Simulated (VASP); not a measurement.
A run of VASP 6.6.1:

Contents of INCAR:

```
SYSTEM = Ti2GeN4
PREC = Accurate
ENCUT = 600
EDIFF = 1E-7
ISMEAR = -1
SIGMA = 0.03
LREAL = .FALSE.
LASPH = .TRUE.
NELM = 100
ALGO = Normal
ISIF = 3
LWAVE = .FALSE.
LCHARG = .FALSE.
GGA = PS
IBRION = 2
NSW = 100
EDIFFG = -0.01
```

The input KPOINTS:

```
regular mesh
0
G
  6 6 6
  0 0 0
```

The input POSCAR:

```
Ti2GeN4
1.0
    4.2213605200     -2.6485171400      0.0000000000
    4.2213605200      2.6485171400      0.0000000000
   -0.0724860400      0.0000000000      3.8091523600
Ti Ge N
2 1 4
Direct
    0.3489225200      0.3489225200      0.2800981900
    0.6510774800      0.6510774800      0.7199018100
    0.0000000000      0.0000000000      0.0000000000
    0.1304568300      0.6530628900      0.7782991200
    0.3469371100      0.8695431700      0.2217008800
    0.8695431700      0.3469371100      0.2217008800
    0.6530628900      0.1304568300      0.7782991200
```

Potentials or basis: VASP PAW PBE potentials, release 64 (Ti_sv, Ge_d, N).

The run is started by

```sh
$ cat potpaw_PBE.64/Ti_sv/POTCAR potpaw_PBE.64/Ge_d/POTCAR potpaw_PBE.64/N/POTCAR > POTCAR
$ mpirun -np 1 vasp_std > vasp.out
```

Hardware: 1 thread of AMD EPYC 7R13 Processor (Zen 3) (shared host).

Problem. How long does it take, and how much memory?

Solution. It took 64 min on 1 thread of AMD EPYC 7R13 Processor (Zen 3) (shared host), peak memory 0.34 GiB. Counts: scf iterations 290, k points 68, ion steps 29.
